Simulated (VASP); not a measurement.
# AlCu5 (Pmmm) in VASP: a series of runs

The runs below take AlCu5 through single point, with PBE.

All numbers are computed with VASP 6.6.1; they aren't measurements. Logs are shortened: lines on timing, memory, paths and dates and some standing lists are left out, and cuts for length are marked.

## Step 1: The cell of the first run

The structure is orthorhombic, space group Pmmm (No. 47). The conventional cell has a = 2.771 Å, b = 3.344 Å, c = 8.017 Å, α = 90.00°, β = 90.00°, γ = 90.00°. Within 3.4 Å of Al (site symmetry mmm) lie 10 Cu at 2.57 to 2.70 Å and 4 Al at 2.77 to 3.34 Å. Within 3.3 Å of Cu (site symmetry mm2) lie 11 Cu at 2.54 to 2.77 Å and 1 Al at 2.70 Å. Cu (site symmetry mm2) has 10 Cu at 2.55 to 3.34 Å and 4 Al at 2.57 Å within 3.4 Å. Within 3.3 Å of Cu (site symmetry mmm) lie 12 Cu at 2.54 to 2.77 Å.

## Step 2: Single point, PBE

Contents of INCAR:

```
PREC = Accurate
ENCUT = 520
EDIFF = 1E-6
ISMEAR = 0
SIGMA = 0.1
LREAL = False
LASPH = True
NELM = 60
ALGO = Fast
ISIF = 2
LWAVE = False
LCHARG = False
GGA = PE
NBANDS = 38
```

Contents of KPOINTS:

```
regular mesh
0
Gamma
  6 6 2
```

Contents of POSCAR:

```
AlCu5
1.0
    2.7711390719      0.0000000000      0.0000000000
    0.0000000000      3.3444061864      0.0000000000
    0.0000000000      0.0000000000      8.0171276263
Al Cu
1 5
Direct
    0.5000000000      0.5000000000      0.5000000000
    0.5000000000      0.5000000000      0.8364114840
    0.0000000000      0.0000000000      0.6707069665
    0.0000000000      0.0000000000      0.3292930335
    0.5000000000      0.5000000000      0.1635885160
    0.0000000000      0.0000000000      0.0000000000
```

Potentials or basis: VASP PAW PBE potentials, release 64 (Al, Cu).

Launch:

```console
> cat potpaw_PBE.64/Al/POTCAR potpaw_PBE.64/Cu/POTCAR > POTCAR
> mpirun -np 1 vasp_std > vasp.out
```

OUTCAR:

```text
PREC = Accurate
   ENCUT = 520
   EDIFF = 1E-6
   ISMEAR = 0
   LREAL = False
   LASPH = True
   NELM = 60
   ISIF = 2
   GGA = PE

 ion  position               nearest neighbor table
   1  0.500  0.500  0.500-   3 2.57   4 2.57   3 2.57   4 2.57   3 2.57   4 2.57   3 2.57   4 2.57
                             2 2.70   5 2.70
   2  0.500  0.500  0.836-   6 2.54   6 2.54   6 2.54   6 2.54   3 2.55   3 2.55   3 2.55   3 2.55
                             5 2.62   1 2.70
   3  0.000  0.000  0.671-   2 2.55   2 2.55   2 2.55   2 2.55   1 2.57   1 2.57   1 2.57   1 2.57
                             6 2.64   4 2.74
   4  0.000  0.000  0.329-   5 2.55   5 2.55   5 2.55   5 2.55   1 2.57   1 2.57   1 2.57   1 2.57
                             6 2.64   3 2.74
   5  0.500  0.500  0.164-   6 2.54   6 2.54   6 2.54   6 2.54   4 2.55   4 2.55   4 2.55   4 2.55
                             2 2.62   1 2.70
   6  0.000  0.000  0.000-   2 2.54   5 2.54   2 2.54   5 2.54   2 2.54   5 2.54   2 2.54   5 2.54
                             4 2.64   3 2.64

  LATTYP: Found a simple orthorhombic cell.
 ALAT       =     2.7711390719
 B/A-ratio  =     1.2068705682
 C/A-ratio  =     2.8930802166

  Lattice vectors:

 A1 = (   2.7711390719,   0.0000000000,   0.0000000000)
 A2 = (   0.0000000000,   3.3444061864,   0.0000000000)
 A3 = (   0.0000000000,   0.0000000000,   8.0171276263)

Analysis of symmetry for initial positions (statically):
=====================================================================
 Subroutine PRICEL returns:
 Original cell was already a primitive cell.

 Routine SETGRP: Setting up the symmetry group for a
 simple orthorhombic supercell.

 Subroutine GETGRP returns: Found  8 space group operations
 (whereof  8 operations were pure point group operations)
 out of a pool of  8 trial point group operations.

The static configuration has the point symmetry D_2h.

Analysis of symmetry for dynamics (positions and initial velocities):
=====================================================================
 Subroutine PRICEL returns:
 Original cell was already a primitive cell.

 Routine SETGRP: Setting up the symmetry group for a
 simple orthorhombic supercell.

 Subroutine GETGRP returns: Found  8 space group operations
 (whereof  8 operations were pure point group operations)
 out of a pool of  8 trial point group operations.

The dynamic configuration has the point symmetry D_2h.

 Subroutine INISYM returns: Found  8 space group operations
 (whereof  8 operations are pure point group operations),
 and found     1 'primitive' translations

----------------------------------------------------------------------------------------

                                     Primitive cell

  volume of cell :      74.3013

  direct lattice vectors                    reciprocal lattice vectors
     2.771139072  0.000000000  0.000000000     0.360862437  0.000000000  0.000000000
     0.000000000  3.344406186  0.000000000     0.000000000  0.299006743  0.000000000
     0.000000000  0.000000000  8.017127626     0.000000000  0.000000000  0.124732953

  length of vectors
     2.771139072  3.344406186  8.017127626     0.360862437  0.299006743  0.124732953

  position of ions in fractional coordinates (direct lattice)
     0.500000000  0.500000000  0.500000000
     0.500000000  0.500000000  0.836411484
     0.000000000  0.000000000  0.670706966
     0.000000000  0.000000000  0.329293034
     0.500000000  0.500000000  0.163588516
     0.000000000  0.000000000  0.000000000

  ion indices of the primitive-cell ions
   primitive index   ion index
                 1           1
                 2           2
                 3           3
                 4           4
                 5           5
                 6           6

----------------------------------------------------------------------------------------

 KPOINTS: regular mesh

Automatic generation of k-mesh.
 Grid dimensions read from file:
 generate k-points for:    6    6    2

 Generating k-lattice:

  Cartesian coordinates                     Fractional coordinates (reciprocal lattice)
     0.060143740  0.000000000  0.000000000     0.166666667  0.000000000  0.000000000
     0.000000000  0.049834457  0.000000000     0.000000000  0.166666667  0.000000000
     0.000000000  0.000000000  0.062366476     0.000000000  0.000000000  0.500000000

  Length of vectors
     0.060143740  0.049834457  0.062366476

  Shift w.r.t. Gamma in fractional coordinates (k-lattice)
     0.000000000  0.000000000  0.000000000

 Subroutine IBZKPT returns following result:
 ===========================================

 Found     32 irreducible k-points:

 Following reciprocal coordinates:
            Coordinates               Weight
  0.000000  0.000000  0.000000      1.000000
  0.166667  0.000000  0.000000      2.000000
  0.333333  0.000000  0.000000      2.000000
  0.500000  0.000000  0.000000      1.000000
  0.000000  0.166667  0.000000      2.000000
  0.166667  0.166667  0.000000      4.000000
[... 16 lines left out ...]
  0.333333  0.166667  0.500000      4.000000
  0.500000  0.166667  0.500000      2.000000
 [... further k-points ...]
   k-points           NKPTS =     32   k-points in BZ     NKDIM =     32   number of bands    NBANDS=     38
   number of dos      NEDOS =    301   number of ions     NIONS =      6
   total plane-waves  NPLWV =  40320
   dimension x,y,z NGX =    24 NGY =   28 NGZ =   60
   dimension x,y,z NGXF=    48 NGYF=   56 NGZF=  120
   ions per type =               1   5
   NGX,Y,Z   is equivalent  to a cutoff of  14.40, 13.92, 12.44 a.u.
   NGXF,Y,Z  is equivalent  to a cutoff of  28.80, 27.84, 24.88 a.u.
 SYSTEM =  unknown system
   PREC   = accura    normal or accurate (medium, high low for compatibility)
   ISTART =      0    job   : 0-new  1-cont  2-samecut
   ICHARG =      2    charge: 1-file 2-atom 10-const
   ISPIN  =      1    spin polarized calculation?
   LNONCOLLINEAR =      F non collinear calculations
   LSORBIT =      F    spin-orbit coupling
   LASPH  =      T    aspherical Exc in radial PAW
   ENCUT  =  520.0 eV  38.22 Ry    6.18 a.u.   5.15  6.22 14.91*2*pi/ulx,y,z
   NELM   =     60;   NELMIN=  2; NELMDL= -5     # of ELM steps
   EDIFF  = 0.1E-05   stopping-criterion for ELM
   LREAL  =      F    real-space projection
[... 7 lines left out ...]
   TEBEG  =    0.0;   TEEND  =   0.0 temperature during run
   PSTRESS=    0.0 pullay stress
   NELECT =      58.0000    total number of electrons
   NUPDOWN=      -1.0000    fix difference up-down
   EMIN   =  10.00;   EMAX   =-10.00  energy-range for DOS
   EFERMI =   0.00;   METHOD = LEGACY
   ISMEAR =     0;   SIGMA  =   0.10  broadening in eV -4-tet -1-fermi 0-gaus
   EFERMI_NEDOS =   21; number of points for ismear=-14 and -15
   IALGO  =     68    algorithm
   IMIX   =      4    mixing-type and parameters
     AMIX     =   0.40;   BMIX     =  1.00
     AMIX_MAG =   1.60;   BMIX_MAG =  1.00
  volume/ion in A,a.u.               =      12.38        83.57
  Fermi-wavevector in a.u.,A,eV,Ry     =   1.507366  2.848509 30.914518  2.272153
  Thomas-Fermi vector in A             =   2.617962
   LORBIT       =      0    0 simple, 1 ext, 2 COOP (PROOUT), +10 PAW based schemes
   GGA     = PE    functional components
   LHFCALC =     F    Hartree Fock is set to
   AEXX    =    0.0000 exact exchange contribution
   IVDW    =     0    specifies the selected vdW correction
   LEPSILON=     F    determine dielectric tensor
   LRPA    =     F    only Hartree local field effects (RPA)
 non-spin polarized calculation
 RMM-DIIS sequential band-by-band and
 Gauss-broadening in eV      SIGMA  =   0.10
  energy-cutoff  :      520.00
  volume of cell :       74.30
 maximum number of plane-waves:      2020
 NGX is ok and might be reduce to    24
   NGX = 11   NGY = 13   NGZ = 29

 number of electron      57.9999974 magnetization

 Free energy of the ion-electron system (eV)
  ---------------------------------------------------
  ext. energy  EPLUGINS =         0.00000000
  ---------------------------------------------------
  free energy    TOTEN  =       -22.91486393 eV

  energy without entropy =      -22.90353659  energy(sigma->0) =      -22.90920026

 E-fermi :   7.8947     XC(G=0): -12.2699

 val. band max:        7.8702868511   @ k =   0.5000   0.0000   0.5000
 cond. band min:       7.9337053409   @ k =   0.5000   0.1667   0.0000
 fundamental gap:      0.0634184898
 Fermi energy:         7.8946988991

 k-point     1 :       0.0000    0.0000    0.0000
  band No.  band energies     occupation
      1      -2.3942      2.00000
      2       0.3783      2.00000
      3       0.4635      2.00000
      4       3.2522      2.00000
      5       3.5016      2.00000
      6       3.5133      2.00000
[... 30 lines left out ...]
     37      17.7156      0.00000
     38      18.3425      0.00000

 k-point     2 :       0.1667    0.0000    0.0000
  band No.  band energies     occupation
      1      -1.8534      2.00000
      2       0.8533      2.00000
      3       0.9766      2.00000
      4       3.4512      2.00000
      5       3.5625      2.00000
      6       3.6060      2.00000
[... 30 lines left out ...]
     37      15.8496      0.00000
     38      17.9874      0.00000

 k-point     3 :       0.3333    0.0000    0.0000
  band No.  band energies     occupation
      1      -0.3054      2.00000
      2       2.0268      2.00000
      3       2.2702      2.00000
      4       3.3474      2.00000
      5       3.4910      2.00000
      6       3.6556      2.00000
[... 30 lines left out ...]
     37      16.5948      0.00000
     38      17.5471      0.00000

 k-point     4 :       0.5000    0.0000    0.0000
  band No.  band energies     occupation
      1       1.7934      2.00000
      2       1.9527      2.00000
      3       3.0155      2.00000
      4       3.0887      2.00000
      5       3.1319      2.00000
      6       3.4245      2.00000
[... 30 lines left out ...]
     37      15.6667      0.00000
     38      17.1785      0.00000
[... 703 lines left out ...]
      4       3.0267      2.00000
      5       3.6231      2.00000
      6       3.6353      2.00000
[... 30 lines left out ...]
     37      15.5668      0.00000
     38      17.3339      0.00000

 k-point    23 :       0.3333    0.1667    0.5000
  band No.  band energies     occupation
      1       0.1408      2.00000
      2       1.5940      2.00000
      3       3.1436      2.00000
      4       3.3581      2.00000
      5       3.6307      2.00000
      6       3.7518      2.00000
[... 30 lines left out ...]
     37      16.1191      0.00000
     38      16.4206      0.00000

 k-point    24 :       0.5000    0.1667    0.5000
  band No.  band energies     occupation
      1       2.1500      2.00000
      2       2.1553      2.00000
      3       3.0434      2.00000
      4       3.1788      2.00000
      5       3.2743      2.00000
      6       3.4847      2.00000
[... 30 lines left out ...]
     37      15.6678      0.00000
     38      18.1731      0.00000

 [... further k-points ...]
[... 5 lines left out ...]
  --------------------------------------------------------------------------------------
  -------------------------------------------------------------------------------------
  Total        0.1206534      0.0595994      0.4445236      0.0000000      0.0000000      0.0000000
  in kB        2.6016810      1.2851571      9.5853777      0.0000000      0.0000000      0.0000000
  external PRESSURE =       4.4907386 kB  Pullay stress =       0.0000000 kB

 VOLUME and BASIS-vectors are now :
 -----------------------------------------------------------------------------
  energy-cutoff  :      520.00
  volume of cell :       74.30
      direct lattice vectors                 reciprocal lattice vectors
     2.771139072  0.000000000  0.000000000     0.360862437  0.000000000  0.000000000
     0.000000000  3.344406186  0.000000000     0.000000000  0.299006743  0.000000000
     0.000000000  0.000000000  8.017127626     0.000000000  0.000000000  0.124732953

 POSITION                                       TOTAL-FORCE (eV/Angst)
 -----------------------------------------------------------------------------------
      1.38557      1.67220      4.00856         0.000000      0.000000      0.000000
      1.38557      1.67220      6.70562         0.000000     -0.000000      0.032983
      0.00000      0.00000      5.37714         0.000000      0.000000      0.085763
      0.00000      0.00000      2.63998        -0.000000      0.000000     -0.085763
      1.38557      1.67220      1.31151         0.000000      0.000000     -0.032983
      0.00000      0.00000      0.00000         0.000000      0.000000      0.000000
 -----------------------------------------------------------------------------------
    total drift:                                0.000000     -0.000000      0.000000

  FREE ENERGIE OF THE ION-ELECTRON SYSTEM (eV)
  ---------------------------------------------------
  free  energy   TOTEN  =       -22.9148639341 eV

  energy  without entropy=      -22.9035365852  energy(sigma->0) =      -22.90920026
```

Wall time 82 s (1 thread of Intel Xeon Platinum 8488C (Sapphire Rapids), shared host); peak memory 0.22 GiB.

Results:

```
Free energy            : -22.9149 eV
Pressure               : 0.4 GPa
Largest force          : 0.086 eV/Å
Band gap on the k mesh : zero (band 29 reaches 9.48 eV, above the bottom of band 30 at 6.31 eV)
```

Forces on the atoms (eV/Å):
```
Al   0.000  0.000  0.000
Cu   0.000  0.000  0.033
Cu   0.000  0.000  0.086
Cu   0.000  0.000 -0.086
Cu   0.000  0.000 -0.033
Cu   0.000  0.000  0.000
```

Stress tensor (GPa, compression positive):
```
0.26 0.00 0.00
0.00 0.13 0.00
0.00 0.00 0.96
```

Levels at points of the mesh, in eV from the Fermi level:
```csv
k point,band 27,band 28,band 29,band 30,band 31,band 32
"(0.00, 0.00, 0.00)",-1.91,-1.60,1.23,1.48,2.24,5.66
"(0.50, 0.00, 0.00)",-1.56,-0.91,-0.70,-0.69,-0.54,5.16
"(0.00, 0.50, 0.00)",-1.78,-1.65,-1.61,-1.59,-1.55,3.94
"(0.50, 0.50, 0.00)",-1.77,0.28,1.13,1.81,1.85,2.08
"(0.00, 0.00, 0.50)",-1.60,-1.60,-1.16,2.81,4.08,5.66
"(0.50, 0.00, 0.50)",-1.59,-1.10,-0.96,-0.25,-0.02,3.66
"(0.00, 0.50, 0.50)",-1.82,-1.65,-1.62,-1.58,-1.28,2.23
"(0.50, 0.50, 0.50)",-0.41,-0.30,-0.24,0.29,1.15,3.04
```

Caveat: the k points lie up to 0.39 Å⁻¹ apart.

(Part 1 of 2 ends here.)
